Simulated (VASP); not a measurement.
# ScHO2 (P6_3/mmc) in VASP: notebook

ScHO2 is run at these levels: LDA; tasks: single point, relaxation of cell and atoms.

Program: VASP 6.6.1. These are calculated values, not measurements. Logs are shortened: lines on timing, memory, paths and dates and some standing lists are left out, and cuts for length are marked.

## Step 1: The cell of the first run

The structure is hexagonal, space group P6_3/mmc (No. 194). Conventional cell: a = 3.161 Å, b = 3.161 Å, c = 8.922 Å, α = 90.00°, β = 90.00°, γ = 120.00°. Within 2.9 Å of Sc (site symmetry -3m) lie 6 O at 2.09 Å and 6 H at 2.88 Å. H (site symmetry -6m2) has 2 O at 1.21 Å within 1.6 Å. Within 1.6 Å of O (site symmetry 3m) lie 1 H at 1.21 Å.

## Step 2: Single point, LDA

Contents of INCAR:

```
SYSTEM = ScHO2
  ALGO = Normal
  EDIFF = 1E-6
  ENCUT = 520
  ISIF = 2
  ISMEAR = -1
  LASPH = .True.
  LCHARG = .True.
  LELF = .True.
  LREAL = .False.
  LVHAR = .True.
  LWAVE = .False.
  NBANDS = 34
  NELM = 60
  PREC = Accurate
  SIGMA = 0.05
```

Contents of KPOINTS:

```
k-points
0
Gamma
  6 6 2
  0 0 0
```

Contents of POSCAR:

```
ScHO2
1.0
    3.1614579288      0.0000000000      0.0000000000
   -1.5807289644      2.7379028793      0.0000000000
    0.0000000000      0.0000000000      8.9220799175
Sc H O
2 2 4
Direct
    0.0000000000      0.0000000000      0.5000000000
    0.0000000000      0.0000000000      0.0000000000
    0.6666666667      0.3333333333      0.7500000000
    0.3333333333      0.6666666667      0.2500000000
    0.6666666667      0.3333333333      0.6147525005
    0.6666666667      0.3333333333      0.8852474995
    0.3333333333      0.6666666667      0.1147525005
    0.3333333333      0.6666666667      0.3852474995
```

Potentials or basis: VASP PAW LDA potentials, release 64 (Sc_sv, H, O).

The run is started by

```console
cat potpaw_LDA.64/Sc_sv/POTCAR potpaw_LDA.64/H/POTCAR potpaw_LDA.64/O/POTCAR > POTCAR
mpirun -np 1 vasp_std > vasp.out
```

OUTCAR:

```text
SYSTEM = ScHO2
   EDIFF = 1E-6
   ENCUT = 520
   ISIF = 2
   ISMEAR = -1
   LASPH = .True.
   LREAL = .False.
   NELM = 60
   PREC = Accurate

 ion  position               nearest neighbor table
   1  0.000  0.000  0.500-   5 2.09   8 2.09   8 2.09   5 2.09   5 2.09   8 2.09
   2  0.000  0.000  0.000-   6 2.09   7 2.09   7 2.09   6 2.09   6 2.09   7 2.09
   3  0.667  0.333  0.750-   5 1.21   6 1.21
   4  0.333  0.667  0.250-   7 1.21   8 1.21
   5  0.667  0.333  0.615-   3 1.21   1 2.09   1 2.09   1 2.09
   6  0.667  0.333  0.885-   3 1.21   2 2.09   2 2.09   2 2.09
   7  0.333  0.667  0.115-   4 1.21   2 2.09   2 2.09   2 2.09
   8  0.333  0.667  0.385-   4 1.21   1 2.09   1 2.09   1 2.09

  LATTYP: Found a hexagonal cell.
 ALAT       =     3.1614579288
 C/A-ratio  =     2.8221409610

  Lattice vectors:

 A1 = (   3.1614579288,   0.0000000000,   0.0000000000)
 A2 = (  -1.5807289644,   2.7379028793,   0.0000000000)
 A3 = (   0.0000000000,   0.0000000000,   8.9220799175)

Analysis of symmetry for initial positions (statically):
=====================================================================
 Subroutine PRICEL returns:
 Original cell was already a primitive cell.

 Routine SETGRP: Setting up the symmetry group for a
 hexagonal supercell.

 Subroutine GETGRP returns: Found 24 space group operations
 (whereof 12 operations were pure point group operations)
 out of a pool of 24 trial point group operations.

The static configuration has the point symmetry D_3d.
 The point group associated with its full space group is D_6h.

Analysis of symmetry for dynamics (positions and initial velocities):
=====================================================================
 Subroutine PRICEL returns:
 Original cell was already a primitive cell.

 Routine SETGRP: Setting up the symmetry group for a
 hexagonal supercell.

 Subroutine GETGRP returns: Found 24 space group operations
 (whereof 12 operations were pure point group operations)
 out of a pool of 24 trial point group operations.

The dynamic configuration has the point symmetry D_3d.
 The point group associated with its full space group is D_6h.

 Subroutine INISYM returns: Found 24 space group operations
 (whereof 12 operations are pure point group operations),
 and found     1 'primitive' translations

----------------------------------------------------------------------------------------

                                     Primitive cell

  volume of cell :      77.2274

  direct lattice vectors                    reciprocal lattice vectors
     3.161457929  0.000000000  0.000000000     0.316309760  0.182621525  0.000000000
    -1.580728964  2.737902879  0.000000000     0.000000000  0.365243051  0.000000000
     0.000000000  0.000000000  8.922079917     0.000000000  0.000000000  0.112081489

  length of vectors
     3.161457929  3.161457929  8.922079917     0.365243051  0.365243051  0.112081489

  position of ions in fractional coordinates (direct lattice)
     0.000000000  0.000000000  0.500000000
     0.000000000  0.000000000  0.000000000
     0.666666667  0.333333333  0.750000000
     0.333333333  0.666666667  0.250000000
     0.666666667  0.333333333  0.614752501
     0.666666667  0.333333333  0.885247499
     0.333333333  0.666666667  0.114752501
     0.333333333  0.666666667  0.385247499

  ion indices of the primitive-cell ions
   primitive index   ion index
                 1           1
                 2           2
                 3           3
                 4           4
                 5           5
                 6           6
                 7           7
                 8           8

----------------------------------------------------------------------------------------

 KPOINTS: k-points

Automatic generation of k-mesh.
 Grid dimensions read from file:
 generate k-points for:    6    6    2

 Generating k-lattice:

  Cartesian coordinates                     Fractional coordinates (reciprocal lattice)
     0.052718293  0.030436921  0.000000000     0.166666667 -0.000000000  0.000000000
     0.000000000  0.060873842  0.000000000     0.000000000  0.166666667  0.000000000
     0.000000000  0.000000000  0.056040744     0.000000000  0.000000000  0.500000000

  Length of vectors
     0.060873842  0.060873842  0.056040744

  Shift w.r.t. Gamma in fractional coordinates (k-lattice)
     0.000000000  0.000000000  0.000000000

 Subroutine IBZKPT returns following result:
 ===========================================

 Found     14 irreducible k-points:

 Following reciprocal coordinates:
            Coordinates               Weight
  0.000000  0.000000  0.000000      1.000000
  0.166667 -0.000000  0.000000      6.000000
  0.333333 -0.000000  0.000000      6.000000
  0.500000  0.000000  0.000000      3.000000
  0.166667  0.166667  0.000000      6.000000
  0.333333  0.166667  0.000000     12.000000
  0.333333  0.333333  0.000000      2.000000
  0.000000  0.000000  0.500000      1.000000
  0.166667 -0.000000  0.500000      6.000000
  0.333333 -0.000000  0.500000      6.000000
  0.500000  0.000000  0.500000      3.000000
  0.166667  0.166667  0.500000      6.000000
  0.333333  0.166667  0.500000     12.000000
  0.333333  0.333333  0.500000      2.000000
   k-points           NKPTS =     14   k-points in BZ     NKDIM =     14   number of bands    NBANDS=     34
   number of dos      NEDOS =    301   number of ions     NIONS =      8
   total plane-waves  NPLWV =  40320
   dimension x,y,z NGX =    24 NGY =   24 NGZ =   70
   dimension x,y,z NGXF=    48 NGYF=   48 NGZF=  140
   ions per type =               2   2   4
   NGX,Y,Z   is equivalent  to a cutoff of  12.62, 12.62, 13.04 a.u.
   NGXF,Y,Z  is equivalent  to a cutoff of  25.24, 25.24, 26.09 a.u.
 SYSTEM =  ScHO2
   PREC   = accura    normal or accurate (medium, high low for compatibility)
   ISTART =      0    job   : 0-new  1-cont  2-samecut
   ICHARG =      2    charge: 1-file 2-atom 10-const
   ISPIN  =      1    spin polarized calculation?
   LNONCOLLINEAR =      F non collinear calculations
   LSORBIT =      F    spin-orbit coupling
   LASPH  =      T    aspherical Exc in radial PAW
   ENCUT  =  520.0 eV  38.22 Ry    6.18 a.u.   5.88  5.88 16.59*2*pi/ulx,y,z
   NELM   =     60;   NELMIN=  2; NELMDL= -5     # of ELM steps
   EDIFF  = 0.1E-05   stopping-criterion for ELM
   LREAL  =      F    real-space projection
   EDIFFG = 0.1E-04   stopping-criterion for IOM
   NSW    =      0    number of steps for IOM
   IBRION =     -1    ionic relax: 0-MD 1-quasi-New 2-CG
   NFREE  =      0    steps in history (QN), initial steepest desc. (CG)
   ISIF   =      2    stress and relaxation
   ISYM   =      2    0-nonsym 1-usesym 2-fastsym
   POTIM  = 0.5000    time-step for ionic-motion
   TEBEG  =    0.0;   TEEND  =   0.0 temperature during run
   PSTRESS=    0.0 pullay stress
   NELECT =      48.0000    total number of electrons
   NUPDOWN=      -1.0000    fix difference up-down
   EMIN   =  10.00;   EMAX   =-10.00  energy-range for DOS
   EFERMI =   0.00;   METHOD = LEGACY
   ISMEAR =    -1;   SIGMA  =   0.05  broadening in eV -4-tet -1-fermi 0-gaus
   EFERMI_NEDOS =   21; number of points for ismear=-14 and -15
   IALGO  =     38    algorithm
   IMIX   =      4    mixing-type and parameters
     AMIX     =   0.40;   BMIX     =  1.00
     AMIX_MAG =   1.60;   BMIX_MAG =  1.00
  volume/ion in A,a.u.               =       9.65        65.14
  Fermi-wavevector in a.u.,A,eV,Ry     =   1.397113  2.640160 26.557531  1.951923
  Thomas-Fermi vector in A             =   2.520401
   LORBIT       =      0    0 simple, 1 ext, 2 COOP (PROOUT), +10 PAW based schemes
   GGA     = CA    functional components
   LHFCALC =     F    Hartree Fock is set to
   AEXX    =    0.0000 exact exchange contribution
   IVDW    =     0    specifies the selected vdW correction
   LEPSILON=     F    determine dielectric tensor
   LRPA    =     F    only Hartree local field effects (RPA)
 non-spin polarized calculation
  energy-cutoff  :      520.00
  volume of cell :       77.23
 maximum number of plane-waves:      2106
 NGX is ok and might be reduce to    24
   NGX = 11   NGY = 11   NGZ = 33

 number of electron      47.9999992 magnetization

 Free energy of the ion-electron system (eV)
  ---------------------------------------------------
  ext. energy  EPLUGINS =         0.00000000
  ---------------------------------------------------
  free energy    TOTEN  =       -64.74036248 eV

  energy without entropy =      -64.74036248  energy(sigma->0) =      -64.74036248

 E-fermi :   2.5975     XC(G=0): -11.0148

 val. band max:        1.4458899496   @ k =   0.1667  -0.0000   0.0000
 cond. band min:       5.1536521471   @ k =   0.5000   0.0000   0.0000
 fundamental gap:      3.7077621975
 Fermi energy:         2.5974870580

 k-point     1 :       0.0000    0.0000    0.0000
  band No.  band energies     occupation
      1     -44.9570      2.00000
      2     -44.9566      2.00000
      3     -24.1693      2.00000
      4     -24.1391      2.00000
      5     -23.7158      2.00000
      6     -23.7158      2.00000
[... 26 lines left out ...]
     33       9.5384      0.00000
     34       9.6318      0.00000

 k-point     2 :       0.1667   -0.0000    0.0000
  band No.  band energies     occupation
      1     -44.9362      2.00000
      2     -44.9358      2.00000
      3     -24.1152      2.00000
      4     -24.0898      2.00000
      5     -23.9222      2.00000
      6     -23.9172      2.00000
[... 26 lines left out ...]
     33       9.5021      0.00000
     34       9.6364      0.00000

 k-point     3 :       0.3333   -0.0000    0.0000
  band No.  band energies     occupation
      1     -44.8944      2.00000
      2     -44.8941      2.00000
      3     -24.3135      2.00000
      4     -24.3012      2.00000
      5     -23.9916      2.00000
      6     -23.9778      2.00000
[... 26 lines left out ...]
     33       9.6648      0.00000
     34       9.8781      0.00000

 k-point     4 :       0.5000    0.0000    0.0000
  band No.  band energies     occupation
      1     -44.8733      2.00000
      2     -44.8730      2.00000
      3     -24.4911      2.00000
      4     -24.4770      2.00000
      5     -23.9324      2.00000
      6     -23.9241      2.00000
[... 26 lines left out ...]
     33       9.7086      0.00000
     34       9.9099      0.00000

 k-point     5 :       0.1667    0.1667    0.0000
  band No.  band energies     occupation
      1     -44.9049      2.00000
      2     -44.9046      2.00000
      3     -24.1753      2.00000
      4     -24.1660      2.00000
      5     -24.0345      2.00000
      6     -24.0164      2.00000
[... 251 lines left out ...]
 k-point    12 :       0.1667    0.1667    0.5000
  band No.  band energies     occupation
      1     -44.9047      2.00000
      2     -44.9047      2.00000
      3     -24.1709      2.00000
      4     -24.1709      2.00000
      5     -24.0253      2.00000
      6     -24.0253      2.00000
[... 26 lines left out ...]
     33       9.4463      0.00000
     34       9.4464      0.00000

 k-point    13 :       0.3333    0.1667    0.5000
  band No.  band energies     occupation
      1     -44.8732      2.00000
      2     -44.8732      2.00000
      3     -24.3807      2.00000
      4     -24.3807      2.00000
      5     -23.9718      2.00000
      6     -23.9718      2.00000
[... 26 lines left out ...]
     33       9.5562      0.00000
     34       9.5562      0.00000

 k-point    14 :       0.3333    0.3333    0.5000
  band No.  band energies     occupation
      1     -44.8627      2.00000
      2     -44.8627      2.00000
      3     -24.2319      2.00000
      4     -24.2319      2.00000
      5     -24.2247      2.00000
      6     -24.2247      2.00000
[... 26 lines left out ...]
     33       9.4709      0.00000
     34       9.4709      0.00000

------------------------ aborting loop because EDIFF is reached ----------------------------------------

  FORCE on cell =-STRESS in cart. coord.  units (eV):
  Direction    XX          YY          ZZ          XY          YZ          ZX
  --------------------------------------------------------------------------------------
  -------------------------------------------------------------------------------------
  Total        0.6212428      0.6212428      0.6173764      0.0000000      0.0000000      0.0000000
  in kB       12.8884408     12.8884408     12.8082285      0.0000000      0.0000000      0.0000000
  external PRESSURE =      12.8617033 kB  Pullay stress =       0.0000000 kB

 VOLUME and BASIS-vectors are now :
 -----------------------------------------------------------------------------
  energy-cutoff  :      520.00
  volume of cell :       77.23
      direct lattice vectors                 reciprocal lattice vectors
     3.161457929  0.000000000  0.000000000     0.316309760  0.182621525  0.000000000
    -1.580728964  2.737902879  0.000000000     0.000000000  0.365243051  0.000000000
     0.000000000  0.000000000  8.922079917     0.000000000  0.000000000  0.112081489

 POSITION                                       TOTAL-FORCE (eV/Angst)
 -----------------------------------------------------------------------------------
      0.00000      0.00000      4.46104        -0.000000     -0.000000      0.000000
      0.00000      0.00000      0.00000        -0.000000     -0.000000      0.000000
      1.58073      0.91263      6.69156         0.000000     -0.000000     -0.000000
     -0.00000      1.82527      2.23052        -0.000000     -0.000000     -0.000000
      1.58073      0.91263      5.48487         0.000000     -0.000000      0.056123
      1.58073      0.91263      7.89825         0.000000      0.000000     -0.056123
     -0.00000      1.82527      1.02383        -0.000000     -0.000000      0.056123
     -0.00000      1.82527      3.43721        -0.000000      0.000000     -0.056123
 -----------------------------------------------------------------------------------
    total drift:                                0.000000     -0.000000      0.000000

  FREE ENERGIE OF THE ION-ELECTRON SYSTEM (eV)
  ---------------------------------------------------
  free  energy   TOTEN  =       -64.7403624839 eV

  energy  without entropy=      -64.7403624839  energy(sigma->0) =      -64.74036248
```

Wall time 37 s (1 thread of Intel Xeon Platinum 8259CL at 2.50GHz (Skylake/Cascade Lake), shared host); peak memory 0.17 GiB.

Results:

```yaml
Free_energy: -64.7404 eV
Pressure: 1.3 GPa
Largest_force: 0.056 eV/Å
Band_gap_on_the_k_mesh: 3.71 eV (least direct gap 4.13 eV)
```

Forces on the atoms (eV/Å):
```
Sc   0.000  0.000  0.000
Sc   0.000  0.000  0.000
H    0.000  0.000  0.000
H    0.000  0.000  0.000
O    0.000  0.000  0.056
O    0.000  0.000 -0.056
O    0.000  0.000  0.056
O    0.000  0.000 -0.056
```

Levels at points of the mesh, in eV from the valence-band top:
```csv
k point,band 22,band 23,band 24,band 25,band 26,band 27
"(0.00, 0.00, 0.00)",-0.17,-0.07,-0.07,4.71,4.94,4.94
"(0.50, 0.00, 0.00)",-1.14,-0.77,-0.46,3.71,4.74,5.77
"(0.00, 0.00, 0.50)",-0.29,-0.29,-0.29,4.99,4.99,4.99
"(0.50, 0.00, 0.50)",-1.04,-0.97,-0.97,4.24,4.24,5.86
```

A k mesh can miss the band edges.

## Step 3: Relaxation of cell and atoms, LDA

This run uses another cell than the first one, of 10.26 Å³/atom.

Contents of INCAR:

```
PREC = Accurate
ENCUT = 600
EDIFF = 1E-6
ISMEAR = -1
SIGMA = 0.05
LREAL = F
LASPH = T
NELM = 100
ALGO = Normal
ISIF = 3
LWAVE = F
LCHARG = F
GGA = CA
IBRION = 2
NSW = 60
EDIFFG = -0.02
```

Contents of KPOINTS:

```
regular mesh
0
Gamma
  6 6 2
```

Contents of POSCAR:

```
ScHO2
1.0
    3.2335320000      0.0000000000      0.0000000000
   -1.6167660000      2.8003208559      0.0000000000
    0.0000000000      0.0000000000      9.0621260000
Sc H O
2 2 4
Direct
    0.0000000000      0.0000000000      0.5000000000
    0.0000000000      0.0000000000      0.0000000000
    0.6666670000      0.3333330000      0.7500000000
    0.3333330000      0.6666670000      0.2500000000
    0.6666670000      0.3333330000      0.6155880000
    0.6666670000      0.3333330000      0.8844120000
    0.3333330000      0.6666670000      0.1155880000
    0.3333330000      0.6666670000      0.3844120000
```

Potentials or basis: VASP PAW LDA potentials, release 64 (Sc_sv, H, O).

The run is started by

```console
cat potpaw_LDA.64/Sc_sv/POTCAR potpaw_LDA.64/H/POTCAR potpaw_LDA.64/O/POTCAR > POTCAR
mpirun -np 1 vasp_std > vasp.out
```

Wall time 3.8 min (1 thread of Intel Xeon Platinum 8259CL at 2.50GHz (Skylake/Cascade Lake), shared host); peak memory 0.21 GiB.

The run converged. Its results:

- Free energy: -64.7686 eV
- Relaxed volume: 9.71 Å³/atom
- Relaxed cell: a = 3.168 Å, b = 3.168 Å, c = 8.932 Å, α = 90.00°, β = 90.00°, γ = 120.00°
- Space group after relaxing (to 0.1 Å): P6_3/mmc (No. 194)
- Energy gained by relaxing: 16.8 meV/atom
- Ionic steps: 6
- Pressure after relaxing: 0.0 GPa
- Band gap on the k mesh: 3.69 eV (least direct gap 4.11 eV)

Stress tensor (GPa, compression positive):
```
-0.07  0.00  0.00
 0.00 -0.07  0.00
 0.00  0.00  0.23
```

The path:
```tsv
step	energy change (eV)	largest force (eV/Å)	pressure (GPa)	volume (Å³)
1	0.0000	0.4204	-8.81	82.06
2	-0.0827	0.5648	5.68	75.54
3	-0.1321	0.1592	-0.33	77.90
4	-0.1336	0.0729	0.15	77.62
5	-0.1339	0.0048	0.01	77.70
6	-0.1345	0.0008	0.03	77.66
```

Final structure:
```cif
data_structure
_symmetry_space_group_name_H-M 'P 1'
_symmetry_Int_Tables_number 1
_cell_length_a 3.1685
_cell_length_b 3.1685
_cell_length_c 8.9318
_cell_angle_alpha 90.000
_cell_angle_beta 90.000
_cell_angle_gamma 120.000
_cell_volume 77.66
loop_
_atom_site_label
_atom_site_type_symbol
_atom_site_fract_x
_atom_site_fract_y
_atom_site_fract_z
_atom_site_occupancy
Sc1 Sc 0.00000 0.00000 0.50000 1
Sc2 Sc 0.00000 0.00000 0.00000 1
H1 H 0.66667 0.33333 0.75000 1
H2 H 0.33333 0.66667 0.25000 1
O1 O 0.66667 0.33333 0.61485 1
O2 O 0.66667 0.33333 0.88515 1
O3 O 0.33333 0.66667 0.11485 1
O4 O 0.33333 0.66667 0.38515 1
```

Levels at points of the mesh, in eV from the valence-band top:
```tsv
k point	band 20	band 21	band 22	band 23	band 24	band 25	band 26	band 27	band 28	band 29
(0.00, 0.00, 0.00)	-0.54	-0.54	-0.17	-0.07	-0.07	4.68	4.92	4.92	5.01	5.01
(0.50, 0.00, 0.00)	-1.78	-1.27	-1.13	-0.77	-0.46	3.69	4.72	5.73	5.94	6.22
(0.00, 0.00, 0.50)	-1.28	-0.30	-0.30	-0.30	-0.30	4.96	4.96	4.96	4.96	5.14
(0.50, 0.00, 0.50)	-1.74	-1.03	-1.03	-0.97	-0.97	4.22	4.22	5.82	5.82	6.23
```
